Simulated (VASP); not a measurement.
A run of VASP 6.6.1:

File POSCAR:

```
CuI
1.0
    4.0901961900      0.0000000000      0.0000000000
    0.0000000000      4.0901961900      0.0000000000
    0.0000000000      0.0000000000      6.5514580400
I Cu
2 2
Direct
    0.0000000000      0.5000000000      0.7430343600
    0.5000000000      0.0000000000      0.2569656400
    0.0000000000      0.0000000000      0.0000000000
    0.5000000000      0.5000000000      0.0000000000
```

The input INCAR.step1:

```
SYSTEM = CuI
  ALGO = Normal
  EDIFF = 1E-7
  ENCUT = 520
  GGA = PS
  ISIF = 2
  ISMEAR = -1
  LASPH = .True.
  LCHARG = .True.
  LDAU = .True.
  LDAUJ = 0 0
  LDAUL = -1 2
  LDAUPRINT = 1
  LDAUTYPE = 2
  LDAUU = 0 6
  LMAXMIX = 4
  LREAL = .False.
  LWAVE = .False.
  NBANDS = 26
  NELM = 150
  PREC = Accurate
  SIGMA = 0.05
```

Contents of KPOINTS.step1:

```
k-points
0
Gamma
  7 7 4
  0 0 0
```

INCAR.step2

```
SYSTEM = CuI
  ALGO = Normal
  EDIFF = 1E-7
  ENCUT = 520
  GGA = PS
  ICHARG = 11
  ISIF = 2
  ISMEAR = -5
  LASPH = .True.
  LCHARG = .False.
  LDAU = .True.
  LDAUJ = 0 0
  LDAUL = -1 2
  LDAUPRINT = 1
  LDAUTYPE = 2
  LDAUU = 0 6
  LMAXMIX = 4
  LORBIT = 11
  LREAL = .False.
  LWAVE = .False.
  NEDOS = 1001
  NELM = 150
  PREC = Accurate
  SIGMA = 0.05
```

Contents of KPOINTS.step2:

```
k-points
0
Gamma
  11 11 6
  0 0 0
```

Potentials or basis: VASP PAW PBE potentials, release 64 (I, Cu).

The run is started by

```sh
$ cat potpaw_PBE.64/I/POTCAR potpaw_PBE.64/Cu/POTCAR > POTCAR
$ cp INCAR.step1 INCAR
$ cp KPOINTS.step1 KPOINTS
$ mpirun -np 1 vasp_std > vasp.out
$ cp INCAR.step2 INCAR
$ cp KPOINTS.step2 KPOINTS
$ mpirun -np 1 vasp_std > vasp.out
```

Hardware: 1 thread of Intel(R) Xeon(R) Platinum 8259CL CPU @ 2.50GHz (Skylake/Cascade Lake), with other jobs on the host.

Task: How long does it take, and how much memory?

Result: Wall time 3.1 min on 1 thread of Intel(R) Xeon(R) Platinum 8259CL CPU @ 2.50GHz (Skylake/Cascade Lake), with other jobs on the host, peak memory 0.33 GiB. Counts: k points 84.
